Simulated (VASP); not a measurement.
# WS2 (WS2 (P6_3/mmc)) in VASP: single point with r2SCAN

Aim: the single point of WS2 (WS2 (P6_3/mmc)) with r2SCAN.

All numbers are computed with VASP 6.6.1; they aren't measurements. Logs are shortened: lines on timing, memory, paths and dates and some standing lists are left out, and cuts for length are marked.

### 1 The cell of the first run

The typed cell holds 6 atoms: a = 3.127 Å, b = 3.127 Å, c = 12.165 Å, α = 90.00°, β = 90.00°, γ = 120.00°.

### 2 Single point, r2SCAN

Input file POSCAR:

```
WS2
1.0
    3.1270831550     -0.0000000275      0.0000000000
   -1.5635415525      2.7081334650      0.0000000000
    0.0000000000      0.0000000000     12.1647637100
W S
2 4
Direct
    0.3334776784      0.6665223216      0.2500000000
    0.6665223216      0.3334776784      0.7500000000
    0.3334597084      0.6666827411      0.6196820942
    0.6666827411      0.3334597084      0.1196820942
    0.3333172589      0.6665402916      0.8803179058
    0.6665402916      0.3333172589      0.3803179058
```

Input file INCAR.step1:

```
SYSTEM = WS2
ALGO = Normal
EDIFF = 1E-5
ENCUT = 550
GGA = PE
GGA_COMPAT = .FALSE.
ISMEAR = -1
LASPH = .TRUE.
LCHARG = .FALSE.
LREAL = .FALSE.
LWAVE = .TRUE.
NBANDS = 35
NELM = 120
PREC = Accurate
SIGMA = 0.01
```

Input file INCAR.step2:

```
SYSTEM = WS2
ALGO = Normal
EDIFF = 1E-6
ENCUT = 550
GGA_COMPAT = .FALSE.
ISIF = 2
ISMEAR = -1
ISTART = 1
LASPH = .TRUE.
LCHARG = .FALSE.
LMIXTAU = .TRUE.
LREAL = .FALSE.
LWAVE = .FALSE.
METAGGA = R2SCAN
NBANDS = 35
NELM = 120
PREC = Accurate
SIGMA = 0.01
```

Input file KPOINTS:

```
Automatic mesh
0
Gamma
  4 4 1
  0.25 0.25 0.25
```

Potentials or basis: VASP PAW PBE potentials, release 64 (W_sv, S).

Launch:

```bash
> cat potpaw_PBE.64/W_sv/POTCAR potpaw_PBE.64/S/POTCAR > POTCAR
> cp INCAR.step1 INCAR
> mpirun -np 1 vasp_std > vasp.out
> cp INCAR.step2 INCAR
> mpirun -np 1 vasp_std > vasp.out
```

OUTCAR:

```text
SYSTEM = WS2
   EDIFF = 1E-6
   ENCUT = 550
   ISIF = 2
   ISMEAR = -1
   ISTART = 1
   LASPH = .TRUE.
   LREAL = .FALSE.
   METAGGA = R2SCAN
   NELM = 120
   PREC = Accurate

 ion  position               nearest neighbor table
   1  0.333  0.667  0.250-   6 2.40   4 2.40   6 2.40   4 2.40   4 2.40   6 2.40
   2  0.667  0.333  0.750-   3 2.40   5 2.40   3 2.40   5 2.40   5 2.40   3 2.40
   3  0.333  0.667  0.620-   2 2.40   2 2.40   2 2.40
   4  0.667  0.333  0.120-   1 2.40   1 2.40   1 2.40
   5  0.333  0.667  0.880-   2 2.40   2 2.40   2 2.40
   6  0.667  0.333  0.380-   1 2.40   1 2.40   1 2.40

  LATTYP: Found a hexagonal cell.
 ALAT       =     3.1270831550
 C/A-ratio  =     3.8901311884

  Lattice vectors:

 A1 = (   3.1270831550,  -0.0000000275,   0.0000000000)
 A2 = (  -1.5635415525,   2.7081334650,   0.0000000000)
 A3 = (   0.0000000000,   0.0000000000,  12.1647637100)

Analysis of symmetry for initial positions (statically):
=====================================================================
 Subroutine PRICEL returns:
 Original cell was already a primitive cell.

 Routine SETGRP: Setting up the symmetry group for a
 hexagonal supercell.

 Subroutine GETGRP returns: Found  4 space group operations
 (whereof  2 operations were pure point group operations)
 out of a pool of 24 trial point group operations.

The static configuration has the point symmetry S_2 .
 The point group associated with its full space group is C_2h.

Analysis of symmetry for dynamics (positions and initial velocities):
=====================================================================
 Subroutine PRICEL returns:
 Original cell was already a primitive cell.

 Routine SETGRP: Setting up the symmetry group for a
 hexagonal supercell.

 Subroutine GETGRP returns: Found  4 space group operations
 (whereof  2 operations were pure point group operations)
 out of a pool of 24 trial point group operations.

The dynamic configuration has the point symmetry S_2 .
 The point group associated with its full space group is C_2h.

 Subroutine INISYM returns: Found  4 space group operations
 (whereof  2 operations are pure point group operations),
 and found     1 'primitive' translations

----------------------------------------------------------------------------------------

                                     Primitive cell

  volume of cell :     103.0180

  direct lattice vectors                    reciprocal lattice vectors
     3.127083155 -0.000000028  0.000000000     0.319786829  0.184629008  0.000000000
    -1.563541553  2.708133465  0.000000000     0.000000003  0.369258021  0.000000000
     0.000000000  0.000000000 12.164763710     0.000000000  0.000000000  0.082204638

  length of vectors
     3.127083155  3.127083154 12.164763710     0.369258021  0.369258021  0.082204638

  position of ions in fractional coordinates (direct lattice)
     0.333477678  0.666522322  0.250000000
     0.666522322  0.333477678  0.750000000
     0.333459708  0.666682741  0.619682094
     0.666682741  0.333459708  0.119682094
     0.333317259  0.666540292  0.880317906
     0.666540292  0.333317259  0.380317906

  ion indices of the primitive-cell ions
   primitive index   ion index
                 1           1
                 2           2
                 3           3
                 4           4
                 5           5
                 6           6

----------------------------------------------------------------------------------------

 KPOINTS: Automatic mesh

Automatic generation of k-mesh.
 Grid dimensions read from file:
 generate k-points for:    4    4    1

 Generating k-lattice:

  Cartesian coordinates                     Fractional coordinates (reciprocal lattice)
     0.079946707  0.046157252  0.000000000     0.250000000  0.000000000  0.000000000
     0.000000001  0.092314505  0.000000000     0.000000000  0.250000000  0.000000000
     0.000000000  0.000000000  0.082204638     0.000000000  0.000000000  1.000000000

  Length of vectors
     0.092314505  0.092314505  0.082204638

  Shift w.r.t. Gamma in fractional coordinates (k-lattice)
     0.250000000  0.250000000  0.250000000

 Subroutine IBZKPT returns following result:
 ===========================================

 Found     52 irreducible k-points:

 Following reciprocal coordinates:
            Coordinates               Weight
  0.062500  0.062500  0.250000      2.000000
 -0.062500  0.125000  0.250000      4.000000
 -0.125000  0.062500  0.250000      4.000000
 -0.062500 -0.062500  0.250000      2.000000
  0.312500  0.062500  0.250000      4.000000
 -0.062500  0.375000  0.250000      4.000000
[... 16 lines left out ...]
  0.312500  0.312500  0.250000      2.000000
 -0.312500 -0.375000  0.250000      4.000000
 [... further k-points ...]
   k-points           NKPTS =     52   k-points in BZ     NKDIM =     52   number of bands    NBANDS=     35
   number of dos      NEDOS =    301   number of ions     NIONS =      6
   total plane-waves  NPLWV =  55296
   dimension x,y,z NGX =    24 NGY =   24 NGZ =   96
   dimension x,y,z NGXF=    48 NGYF=   48 NGZF=  192
   ions per type =               2   4
   NGX,Y,Z   is equivalent  to a cutoff of  12.76, 12.76, 13.12 a.u.
   NGXF,Y,Z  is equivalent  to a cutoff of  25.52, 25.52, 26.24 a.u.
 SYSTEM =  WS2
   PREC   = accura    normal or accurate (medium, high low for compatibility)
   ISTART =      1    job   : 0-new  1-cont  2-samecut
   ICHARG =      0    charge: 1-file 2-atom 10-const
   ISPIN  =      1    spin polarized calculation?
   LNONCOLLINEAR =      F non collinear calculations
   LSORBIT =      F    spin-orbit coupling
   LASPH  =      T    aspherical Exc in radial PAW
   ENCUT  =  550.0 eV  40.42 Ry    6.36 a.u.   5.98  5.98 23.26*2*pi/ulx,y,z
   NELM   =    120;   NELMIN=  2; NELMDL=  0     # of ELM steps
   EDIFF  = 0.1E-05   stopping-criterion for ELM
   LREAL  =      F    real-space projection
   EDIFFG = 0.1E-04   stopping-criterion for IOM
   NSW    =      0    number of steps for IOM
   IBRION =     -1    ionic relax: 0-MD 1-quasi-New 2-CG
   NFREE  =      0    steps in history (QN), initial steepest desc. (CG)
   ISIF   =      2    stress and relaxation
   ISYM   =      2    0-nonsym 1-usesym 2-fastsym
   POTIM  = 0.5000    time-step for ionic-motion
   TEBEG  =    0.0;   TEEND  =   0.0 temperature during run
   PSTRESS=    0.0 pullay stress
   NELECT =      52.0000    total number of electrons
   NUPDOWN=      -1.0000    fix difference up-down
   EMIN   =  10.00;   EMAX   =-10.00  energy-range for DOS
   EFERMI =   0.00;   METHOD = LEGACY
   ISMEAR =    -1;   SIGMA  =   0.01  broadening in eV -4-tet -1-fermi 0-gaus
   EFERMI_NEDOS =   21; number of points for ismear=-14 and -15
   IALGO  =     38    algorithm
   IMIX   =      4    mixing-type and parameters
     AMIX     =   0.40;   BMIX     =  1.00
     AMIX_MAG =   1.60;   BMIX_MAG =  1.00
  volume/ion in A,a.u.               =      17.17       115.87
  Fermi-wavevector in a.u.,A,eV,Ry     =   1.303482  2.463223 23.117171  1.699064
  Thomas-Fermi vector in A             =   2.434481
   LORBIT       =      0    0 simple, 1 ext, 2 COOP (PROOUT), +10 PAW based schemes
   METAGGA = R2SCAN    functional components
   LHFCALC =     F    Hartree Fock is set to
   AEXX    =    0.0000 exact exchange contribution
   IVDW    =     0    specifies the selected vdW correction
   LEPSILON=     F    determine dielectric tensor
   LRPA    =     F    only Hartree local field effects (RPA)
 non-spin polarized calculation
  energy-cutoff  :      550.00
  volume of cell :      103.02
 maximum number of plane-waves:      3048
   NGX = 11   NGY = 11   NGZ = 47

 number of electron      51.9999989 magnetization

 Free energy of the ion-electron system (eV)
  ---------------------------------------------------
  ext. energy  EPLUGINS =         0.00000000
  ---------------------------------------------------
  free energy    TOTEN  =      -139.97593012 eV

  energy without entropy =     -139.97593012  energy(sigma->0) =     -139.97593012

 E-fermi :   7.6692     XC(G=0): -11.8958

 val. band max:        7.2833689654   @ k =  -0.0625  -0.0625   0.2500
 cond. band min:       8.8982766976   @ k =   0.1875   0.1875   0.2500
 fundamental gap:      1.6149077322
 Fermi energy:         7.6691917759

 k-point     1 :       0.0625    0.0625    0.2500
  band No.  band energies     occupation
      1     -68.8090      2.00000
      2     -68.8090      2.00000
      3     -32.4313      2.00000
      4     -32.4313      2.00000
      5     -32.2670      2.00000
      6     -32.2670      2.00000
[... 27 lines left out ...]
     34      10.7062      0.00000
     35      14.1681      0.00000

 k-point     2 :      -0.0625    0.1250    0.2500
  band No.  band energies     occupation
      1     -68.8090      2.00000
      2     -68.8090      2.00000
      3     -32.4313      2.00000
      4     -32.4313      2.00000
      5     -32.2672      2.00000
      6     -32.2672      2.00000
[... 27 lines left out ...]
     34      10.6990      0.00000
     35      14.1655      0.00000

 k-point     3 :      -0.1250    0.0625    0.2500
  band No.  band energies     occupation
      1     -68.8090      2.00000
      2     -68.8090      2.00000
      3     -32.4313      2.00000
      4     -32.4313      2.00000
      5     -32.2672      2.00000
      6     -32.2672      2.00000
[... 27 lines left out ...]
     34      10.6989      0.00000
     35      14.1664      0.00000

 k-point     4 :      -0.0625   -0.0625    0.2500
  band No.  band energies     occupation
      1     -68.8090      2.00000
      2     -68.8090      2.00000
      3     -32.4313      2.00000
      4     -32.4313      2.00000
      5     -32.2670      2.00000
      6     -32.2670      2.00000
[... 27 lines left out ...]
     34      10.7060      0.00000
     35      14.1651      0.00000

 k-point     5 :       0.3125    0.0625    0.2500
  band No.  band energies     occupation
      1     -68.7924      2.00000
      2     -68.7924      2.00000
      3     -32.5490      2.00000
      4     -32.5490      2.00000
      5     -32.3763      2.00000
      6     -32.3762      2.00000
[... 638 lines left out ...]
 k-point    22 :      -0.1250    0.1875    0.2500
  band No.  band energies     occupation
      1     -68.8057      2.00000
      2     -68.8057      2.00000
      3     -32.4204      2.00000
      4     -32.4204      2.00000
      5     -32.3244      2.00000
      6     -32.3244      2.00000
[... 27 lines left out ...]
     34      11.1473      0.00000
     35      14.9797      0.00000

 k-point    23 :       0.3125    0.3125    0.2500
  band No.  band energies     occupation
      1     -68.7844      2.00000
      2     -68.7844      2.00000
      3     -32.5448      2.00000
      4     -32.5448      2.00000
      5     -32.4806      2.00000
      6     -32.4806      2.00000
[... 27 lines left out ...]
     34      13.1662      0.00000
     35      14.1518      0.00000

 k-point    24 :      -0.3125   -0.3750    0.2500
  band No.  band energies     occupation
      1     -68.7844      2.00000
      2     -68.7844      2.00000
      3     -32.5450      2.00000
      4     -32.5450      2.00000
      5     -32.4804      2.00000
      6     -32.4804      2.00000
[... 27 lines left out ...]
     34      13.1675      0.00000
     35      14.1531      0.00000

 [... further k-points ...]
[... 5 lines left out ...]
  --------------------------------------------------------------------------------------
  -------------------------------------------------------------------------------------
  Total        3.8332610      3.8180131      0.9712239     -0.0132050      0.0120721      0.0069698
  in kB       59.6164074     59.3792664     15.1048617     -0.2053701      0.1877499      0.1083969
  external PRESSURE =      44.7001785 kB  Pullay stress =       0.0000000 kB

 VOLUME and BASIS-vectors are now :
 -----------------------------------------------------------------------------
  energy-cutoff  :      550.00
  volume of cell :      103.02
      direct lattice vectors                 reciprocal lattice vectors
     3.127083155 -0.000000028  0.000000000     0.319786829  0.184629008  0.000000000
    -1.563541553  2.708133465  0.000000000     0.000000003  0.369258021  0.000000000
     0.000000000  0.000000000 12.164763710     0.000000000  0.000000000  0.082204638

 POSITION                                       TOTAL-FORCE (eV/Angst)
 -----------------------------------------------------------------------------------
      0.00068      1.80503      3.04119        -0.020715      0.011960      0.000000
      1.56286      0.90310      9.12357         0.020715     -0.011960     -0.000000
      0.00037      1.80547      7.53829        -0.011480      0.003909      0.264507
      1.56339      0.90305      1.45590         0.009126     -0.007988      0.264507
      0.00015      1.80508     10.70886        -0.009126      0.007988     -0.264507
      1.56317      0.90267      4.62648         0.011480     -0.003909     -0.264507
 -----------------------------------------------------------------------------------
    total drift:                               -0.000000     -0.000000     -0.000000

  FREE ENERGIE OF THE ION-ELECTRON SYSTEM (eV)
  ---------------------------------------------------
  free  energy   TOTEN  =      -139.9759301185 eV

  energy  without entropy=     -139.9759301185  energy(sigma->0) =     -139.97593012
```

It took 14 min on 1 thread of Intel Xeon 8259CL, shared host; peak memory 0.34 GiB.

Results:

```
Free energy            : -139.9759 eV
Pressure               : 4.5 GPa
Largest force          : 0.265 eV/Å
Band gap on the k mesh : 1.61 eV, indirect (least direct gap 2.27 eV)
```

Forces in eV/Å, atoms in the order of the input:
```
W   -0.021  0.012  0.000
W    0.021 -0.012  0.000
S   -0.011  0.004  0.265
S    0.009 -0.008  0.265
S   -0.009  0.008 -0.265
S    0.011 -0.004 -0.265
```

Levels at points of the mesh, in eV from the valence-band top:
```tsv
k point	band 23	band 24	band 25	band 26	band 27	band 28	band 29	band 30
(0.06, 0.06, 0.25)	-1.75	-1.41	-0.46	0.00	2.62	2.80	2.81	2.90
```

Caveat: the k points lie up to 0.58 Å⁻¹ apart; the PAW data sets were made with another functional, which shifts forces and pressure a little; spin-orbit coupling is left out, which moves the levels of the heavy elements. A k mesh can miss the band edges.
